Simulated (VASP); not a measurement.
# MoS2 (P6_3/mmc) in VASP: a series of runs

Runs on MoS2. Level: PBEsol. Tasks: single point.

Program: VASP 6.6.1. These are calculated values, not measurements. Logs are shortened: lines on timing, memory, paths and dates and some standing lists are left out, and cuts for length are marked.

**1. The cell of the first run**

It takes space group P6_3/mmc (No. 194, hexagonal). Conventional cell: a = 3.267 Å, b = 3.267 Å, c = 12.570 Å, α = 90.00°, β = 90.00°, γ = 120.00°. Mo (site symmetry -6m2) has 6 S at 2.45 Å within 3.2 Å. Within 3.2 Å of S (site symmetry 3m) lie 3 Mo at 2.45 Å and 1 S at 3.12 Å.

**2. Single point, PBEsol**

INCAR reads:

```
PREC = Accurate ; ENCUT = 520
EDIFF = 1E-6 ; ISMEAR = 1
SIGMA = 0.0991 ; LREAL = F
LASPH = T ; NELM = 100
ALGO = Normal ; ISIF = 2
LWAVE = F ; LCHARG = T
GGA = PS ; LELF = T
LVHAR = T ; NBANDS = 35
```

KPOINTS reads:

```
Automatic mesh
0
Gamma
  12 12 2
```

POSCAR reads:

```
MoS2
1.0
    3.2673000000      0.0000000000      0.0000000000
   -1.6336500000      2.8295648018      0.0000000000
    0.0000000000      0.0000000000     12.5702639933
Mo S
2 4
Direct
    0.3333333333      0.6666666667      0.2500000000
    0.6666666667      0.3333333333      0.7500000000
    0.3333333333      0.6666666667      0.6259932117
    0.6666666667      0.3333333333      0.1259932117
    0.3333333333      0.6666666667      0.8740067883
    0.6666666667      0.3333333333      0.3740067883
```

Potentials or basis: VASP PAW PBE potentials, release 64 (Mo_sv, S).

The run is started by

```bash
cat potpaw_PBE.64/Mo_sv/POTCAR potpaw_PBE.64/S/POTCAR > POTCAR
mpirun -np 1 vasp_std > vasp.out
```

OUTCAR:

```text
PREC = Accurate
   ENCUT = 520
   EDIFF = 1E-6
   ISMEAR = 1
   LREAL = F
   LASPH = T
   NELM = 100
   ISIF = 2
   GGA = PS

 ion  position               nearest neighbor table
   1  0.333  0.667  0.250-   4 2.45   6 2.45   4 2.45   6 2.45   4 2.45   6 2.45
   2  0.667  0.333  0.750-   3 2.45   5 2.45   3 2.45   5 2.45   3 2.45   5 2.45
   3  0.333  0.667  0.626-   2 2.45   2 2.45   2 2.45
   4  0.667  0.333  0.126-   1 2.45   1 2.45   1 2.45
   5  0.333  0.667  0.874-   2 2.45   2 2.45   2 2.45
   6  0.667  0.333  0.374-   1 2.45   1 2.45   1 2.45

  LATTYP: Found a hexagonal cell.
 ALAT       =     3.2673000000
 C/A-ratio  =     3.8472940940

  Lattice vectors:

 A1 = (   3.2673000000,   0.0000000000,   0.0000000000)
 A2 = (  -1.6336500000,   2.8295648018,   0.0000000000)
 A3 = (   0.0000000000,   0.0000000000,  12.5702639933)

Analysis of symmetry for initial positions (statically):
=====================================================================
 Subroutine PRICEL returns:
 Original cell was already a primitive cell.

 Routine SETGRP: Setting up the symmetry group for a
 hexagonal supercell.

 Subroutine GETGRP returns: Found 24 space group operations
 (whereof 12 operations were pure point group operations)
 out of a pool of 24 trial point group operations.

The static configuration has the point symmetry D_3d.
 The point group associated with its full space group is D_6h.

Analysis of symmetry for dynamics (positions and initial velocities):
=====================================================================
 Subroutine PRICEL returns:
 Original cell was already a primitive cell.

 Routine SETGRP: Setting up the symmetry group for a
 hexagonal supercell.

 Subroutine GETGRP returns: Found 24 space group operations
 (whereof 12 operations were pure point group operations)
 out of a pool of 24 trial point group operations.

The dynamic configuration has the point symmetry D_3d.
 The point group associated with its full space group is D_6h.

 Subroutine INISYM returns: Found 24 space group operations
 (whereof 12 operations are pure point group operations),
 and found     1 'primitive' translations

----------------------------------------------------------------------------------------

                                     Primitive cell

  volume of cell :     116.2126

  direct lattice vectors                    reciprocal lattice vectors
     3.267300000  0.000000000  0.000000000     0.306063110  0.176705619  0.000000000
    -1.633650000  2.829564802  0.000000000     0.000000000  0.353411238  0.000000000
     0.000000000  0.000000000 12.570263993     0.000000000  0.000000000  0.079552824

  length of vectors
     3.267300000  3.267300000 12.570263993     0.353411238  0.353411238  0.079552824

  position of ions in fractional coordinates (direct lattice)
     0.333333333  0.666666667  0.250000000
     0.666666667  0.333333333  0.750000000
     0.333333333  0.666666667  0.625993212
     0.666666667  0.333333333  0.125993212
     0.333333333  0.666666667  0.874006788
     0.666666667  0.333333333  0.374006788

  ion indices of the primitive-cell ions
   primitive index   ion index
                 1           1
                 2           2
                 3           3
                 4           4
                 5           5
                 6           6

----------------------------------------------------------------------------------------

 KPOINTS: Automatic mesh

Automatic generation of k-mesh.
 Grid dimensions read from file:
 generate k-points for:   12   12    2

 Generating k-lattice:

  Cartesian coordinates                     Fractional coordinates (reciprocal lattice)
     0.025505259  0.014725468  0.000000000     0.083333333  0.000000000  0.000000000
     0.000000000  0.029450937  0.000000000     0.000000000  0.083333333  0.000000000
     0.000000000  0.000000000  0.039776412     0.000000000  0.000000000  0.500000000

  Length of vectors
     0.029450937  0.029450937  0.039776412

  Shift w.r.t. Gamma in fractional coordinates (k-lattice)
     0.000000000  0.000000000  0.000000000

 Subroutine IBZKPT returns following result:
 ===========================================

 Found     38 irreducible k-points:

 Following reciprocal coordinates:
            Coordinates               Weight
  0.000000  0.000000  0.000000      1.000000
  0.083333 -0.000000  0.000000      6.000000
  0.166667  0.000000  0.000000      6.000000
  0.250000 -0.000000  0.000000      6.000000
  0.333333  0.000000  0.000000      6.000000
  0.416667 -0.000000  0.000000      6.000000
[... 16 lines left out ...]
  0.250000 -0.000000  0.500000      6.000000
  0.333333  0.000000  0.500000      6.000000
 [... further k-points ...]
   k-points           NKPTS =     38   k-points in BZ     NKDIM =     38   number of bands    NBANDS=     35
   number of dos      NEDOS =    301   number of ions     NIONS =      6
   total plane-waves  NPLWV =  55296
   dimension x,y,z NGX =    24 NGY =   24 NGZ =   96
   dimension x,y,z NGXF=    48 NGYF=   48 NGZF=  192
   ions per type =               2   4
   NGX,Y,Z   is equivalent  to a cutoff of  12.21, 12.21, 12.70 a.u.
   NGXF,Y,Z  is equivalent  to a cutoff of  24.42, 24.42, 25.39 a.u.
 SYSTEM =  unknown system
   PREC   = accura    normal or accurate (medium, high low for compatibility)
   ISTART =      0    job   : 0-new  1-cont  2-samecut
   ICHARG =      2    charge: 1-file 2-atom 10-const
   ISPIN  =      1    spin polarized calculation?
   LNONCOLLINEAR =      F non collinear calculations
   LSORBIT =      F    spin-orbit coupling
   LASPH  =      T    aspherical Exc in radial PAW
   ENCUT  =  520.0 eV  38.22 Ry    6.18 a.u.   6.08  6.08 23.37*2*pi/ulx,y,z
   NELM   =    100;   NELMIN=  2; NELMDL= -5     # of ELM steps
   EDIFF  = 0.1E-05   stopping-criterion for ELM
   LREAL  =      F    real-space projection
   EDIFFG = 0.1E-04   stopping-criterion for IOM
   NSW    =      0    number of steps for IOM
   IBRION =     -1    ionic relax: 0-MD 1-quasi-New 2-CG
   NFREE  =      0    steps in history (QN), initial steepest desc. (CG)
   ISIF   =      2    stress and relaxation
   ISYM   =      2    0-nonsym 1-usesym 2-fastsym
   POTIM  = 0.5000    time-step for ionic-motion
   TEBEG  =    0.0;   TEEND  =   0.0 temperature during run
   PSTRESS=    0.0 pullay stress
   NELECT =      52.0000    total number of electrons
   NUPDOWN=      -1.0000    fix difference up-down
   EMIN   =  10.00;   EMAX   =-10.00  energy-range for DOS
   EFERMI =   0.00;   METHOD = LEGACY
   ISMEAR =     1;   SIGMA  =   0.10  broadening in eV -4-tet -1-fermi 0-gaus
   EFERMI_NEDOS =   21; number of points for ismear=-14 and -15
   IALGO  =     38    algorithm
   IMIX   =      4    mixing-type and parameters
     AMIX     =   0.40;   BMIX     =  1.00
     AMIX_MAG =   1.60;   BMIX_MAG =  1.00
  volume/ion in A,a.u.               =      19.37       130.71
  Fermi-wavevector in a.u.,A,eV,Ry     =   1.252155  2.366231 21.332484  1.567893
  Thomas-Fermi vector in A             =   2.386069
   LORBIT       =      0    0 simple, 1 ext, 2 COOP (PROOUT), +10 PAW based schemes
   GGA     = PS    functional components
   LHFCALC =     F    Hartree Fock is set to
   AEXX    =    0.0000 exact exchange contribution
   IVDW    =     0    specifies the selected vdW correction
   LEPSILON=     F    determine dielectric tensor
   LRPA    =     F    only Hartree local field effects (RPA)
 non-spin polarized calculation
 Methfessel and Paxton  Order N= 1 SIGMA  =   0.10
  energy-cutoff  :      520.00
  volume of cell :      116.21
 maximum number of plane-waves:      3186
   NGX = 13   NGY = 13   NGZ = 47

 number of electron      52.0000000 magnetization

 Free energy of the ion-electron system (eV)
  ---------------------------------------------------
  ext. energy  EPLUGINS =         0.00000000
  ---------------------------------------------------
  free energy    TOTEN  =       -46.57272002 eV

  energy without entropy =      -46.57274160  energy(sigma->0) =      -46.57272721

 E-fermi :   6.5673     XC(G=0): -10.5564

 val. band max:        6.4843730112   @ k =   0.0000   0.0000   0.0000
 cond. band min:       7.1804718004   @ k =   0.3333   0.3333   0.0000
 fundamental gap:      0.6960987892
 Fermi energy:         6.5673372412

 k-point     1 :       0.0000    0.0000    0.0000
  band No.  band energies     occupation
      1     -55.0716      2.00000
      2     -55.0716      2.00000
      3     -29.1899      2.00000
      4     -29.1898      2.00000
      5     -29.0612      2.00000
      6     -29.0612      2.00000
[... 27 lines left out ...]
     34       8.6679      0.00000
     35      11.3614      0.00000

 k-point     2 :       0.0833   -0.0000    0.0000
  band No.  band energies     occupation
      1     -55.0698      2.00000
      2     -55.0698      2.00000
      3     -29.1862      2.00000
      4     -29.1861      2.00000
      5     -29.0806      2.00000
      6     -29.0806      2.00000
[... 27 lines left out ...]
     34       8.5700      0.00000
     35      11.8273      0.00000

 k-point     3 :       0.1667    0.0000    0.0000
  band No.  band energies     occupation
      1     -55.0650      2.00000
      2     -55.0650      2.00000
      3     -29.1761      2.00000
      4     -29.1760      2.00000
      5     -29.1334      2.00000
      6     -29.1334      2.00000
[... 27 lines left out ...]
     34       8.9429      0.00000
     35      12.7940      0.00000

 k-point     4 :       0.2500   -0.0000    0.0000
  band No.  band energies     occupation
      1     -55.0584      2.00000
      2     -55.0584      2.00000
      3     -29.2047      2.00000
      4     -29.2047      2.00000
      5     -29.1622      2.00000
      6     -29.1622      2.00000
[... 27 lines left out ...]
     34       9.3949      0.00000
     35      13.3930      0.00000

 k-point     5 :       0.3333    0.0000    0.0000
  band No.  band energies     occupation
      1     -55.0518      2.00000
      2     -55.0518      2.00000
      3     -29.2752      2.00000
      4     -29.2752      2.00000
      5     -29.1483      2.00000
      6     -29.1483      2.00000
[... 638 lines left out ...]
 k-point    22 :       0.1667    0.0000    0.5000
  band No.  band energies     occupation
      1     -55.0650      2.00000
      2     -55.0650      2.00000
      3     -29.1760      2.00000
      4     -29.1760      2.00000
      5     -29.1334      2.00000
      6     -29.1334      2.00000
[... 27 lines left out ...]
     34       8.8982      0.00000
     35      12.9546      0.00000

 k-point    23 :       0.2500   -0.0000    0.5000
  band No.  band energies     occupation
      1     -55.0584      2.00000
      2     -55.0584      2.00000
      3     -29.2047      2.00000
      4     -29.2047      2.00000
      5     -29.1622      2.00000
      6     -29.1622      2.00000
[... 27 lines left out ...]
     34       9.3112      0.00000
     35      13.5223      0.00000

 k-point    24 :       0.3333    0.0000    0.5000
  band No.  band energies     occupation
      1     -55.0518      2.00000
      2     -55.0518      2.00000
      3     -29.2752      2.00000
      4     -29.2752      2.00000
      5     -29.1483      2.00000
      6     -29.1483      2.00000
[... 27 lines left out ...]
     34       9.6235      0.00000
     35      12.9862      0.00000

 [... further k-points ...]

------------------------ aborting loop because EDIFF is reached ----------------------------------------

  FORCE on cell =-STRESS in cart. coord.  units (eV):
  Direction    XX          YY          ZZ          XY          YZ          ZX
  --------------------------------------------------------------------------------------
  -------------------------------------------------------------------------------------
  Total       -8.3217950     -8.3217950     -4.6038923     -0.0000000     -0.0000000      0.0000000
  in kB     -114.7293513   -114.7293513    -63.4720726     -0.0000000     -0.0000000      0.0000000
  external PRESSURE =     -97.6435917 kB  Pullay stress =       0.0000000 kB

 VOLUME and BASIS-vectors are now :
 -----------------------------------------------------------------------------
  energy-cutoff  :      520.00
  volume of cell :      116.21
      direct lattice vectors                 reciprocal lattice vectors
     3.267300000  0.000000000  0.000000000     0.306063110  0.176705619  0.000000000
    -1.633650000  2.829564802  0.000000000     0.000000000  0.353411238  0.000000000
     0.000000000  0.000000000 12.570263993     0.000000000  0.000000000  0.079552824

 POSITION                                       TOTAL-FORCE (eV/Angst)
 -----------------------------------------------------------------------------------
     -0.00000      1.88638      3.14257         0.000000     -0.000000      0.000000
      1.63365      0.94319      9.42770        -0.000000      0.000000      0.000000
     -0.00000      1.88638      7.86890         0.000000      0.000000      0.716137
      1.63365      0.94319      1.58377         0.000000      0.000000      0.716137
     -0.00000      1.88638     10.98650         0.000000     -0.000000     -0.716137
      1.63365      0.94319      4.70136         0.000000     -0.000000     -0.716137
 -----------------------------------------------------------------------------------
    total drift:                                0.000000     -0.000000      0.000000

  FREE ENERGIE OF THE ION-ELECTRON SYSTEM (eV)
  ---------------------------------------------------
  free  energy   TOTEN  =       -46.5727200224 eV

  energy  without entropy=      -46.5727415986  energy(sigma->0) =      -46.57272721
```

Wall time 1.9 min (1 thread of Intel Xeon Platinum 8259CL at 2.50GHz (Skylake/Cascade Lake), shared host); peak memory 0.29 GiB.

Results:

| Item | Value |
| --- | --- |
| Free energy | -46.5727 eV |
| Pressure | -9.8 GPa |
| Largest force | 0.716 eV/Å |
| Band gap on the k mesh | 0.70 eV, indirect (least direct gap 1.40 eV) |

Forces in eV/Å, atoms in the order of the input:
```
Mo   0.000  0.000  0.000
Mo   0.000  0.000  0.000
S    0.000  0.000  0.716
S    0.000  0.000  0.716
S    0.000  0.000 -0.716
S    0.000  0.000 -0.716
```

Levels at points of the mesh, in eV from the valence-band top:
```
           k point  band 22  band 23  band 24  band 25  band 26  band 27  band 28  band 29  band 30  band 31
(0.00, 0.00, 0.00)    -2.26    -2.26    -1.16    -0.90     0.00     1.84     1.84     1.86     1.86     2.05
(0.50, 0.00, 0.00)    -2.32    -1.90    -1.75    -1.38    -1.24     1.26     1.30     1.69     1.85     2.64
(0.00, 0.00, 0.50)    -2.28    -2.28    -2.28    -0.22    -0.22     1.84     1.84     1.84     1.84     2.12
(0.50, 0.00, 0.50)    -2.44    -1.82    -1.82    -1.30    -1.30     1.27     1.27     1.77     1.77     2.96
```

Caveat: the PAW data sets were made with another functional, which shifts forces and pressure a little; this functional lacks dispersion, which binds the layers, so the pressure and a relaxed spacing across them are unreliable.

**3. Single point, PBEsol**

This run uses another cell than the first one, of the same volume but with other edges.

INCAR reads:

```
SYSTEM = MoS2
PREC = Accurate
ENCUT = 520
EDIFF = 1E-7
ISMEAR = 1
SIGMA = 0.157
LREAL = .FALSE.
LASPH = .TRUE.
NELM = 80
ALGO = Normal
ISIF = 2
LWAVE = .FALSE.
LCHARG = .TRUE.
GGA = PS
LELF = .TRUE.
LVHAR = .TRUE.
NBANDS = 35
```

KPOINTS reads:

```
regular mesh
0
G
  12 12 2
  0 0 0
```

Changes to POSCAR since step 2:

```diff
@@ -2,5 +2,5 @@
 1.0
-    3.2673000000      0.0000000000      0.0000000000
-   -1.6336500000      2.8295648018      0.0000000000
-    0.0000000000      0.0000000000     12.5702639933
+    3.2045000000      0.0000000000      0.0000000000
+   -1.6022500000      2.7751784064      0.0000000000
+    0.0000000000      0.0000000000     13.0731000000
 Mo S
```

Potentials or basis: VASP PAW PBE potentials, release 64 (Mo_sv, S).

The run is started by

```bash
cat potpaw_PBE.64/Mo_sv/POTCAR potpaw_PBE.64/S/POTCAR > POTCAR
mpirun -np 1 vasp_std > vasp.out
```

It took 2.1 min on 1 thread of Intel Xeon Platinum 8259CL at 2.50GHz (Skylake/Cascade Lake), shared host; peak memory 0.29 GiB.

It converged, with:

```
Free energy            : -46.5849 eV
Pressure               : -10.3 GPa
Largest force          : 1.404 eV/Å
Band gap on the k mesh : 1.08 eV, indirect (least direct gap 1.66 eV)
```

Forces in eV/Å, atoms in the order of the input:
```
Mo   0.000  0.000  0.000
Mo   0.000  0.000  0.000
S    0.000  0.000  1.404
S    0.000  0.000  1.404
S    0.000  0.000 -1.404
S    0.000  0.000 -1.404
```

Stress tensor (GPa, compression positive):
```
 -8.95   0.00   0.00
  0.00  -8.95   0.00
  0.00   0.00 -13.05
```

Levels at points of the mesh, in eV from the valence-band top:
```csv
k point,band 23,band 24,band 25,band 26,band 27,band 28,band 29,band 30
"(0.00, 0.00, 0.00)",-1.61,-1.26,-0.88,0.00,2.31,2.31,2.33,2.33
"(0.50, 0.00, 0.00)",-1.24,-1.12,-1.03,-0.97,1.86,1.89,2.19,2.41
"(0.00, 0.00, 0.50)",-1.62,-1.62,-0.24,-0.24,2.32,2.32,2.32,2.32
"(0.50, 0.00, 0.50)",-1.18,-1.18,-1.00,-1.00,1.87,1.87,2.31,2.31
```

Caveat: the PAW data sets were made with another functional, which shifts forces and pressure a little; this functional lacks dispersion, which binds the layers, so the pressure and a relaxed spacing across them are unreliable. Expect the measured gap to be larger: semilocal functionals such as PBEsol lack the derivative discontinuity.

[end of part 1 of 2]
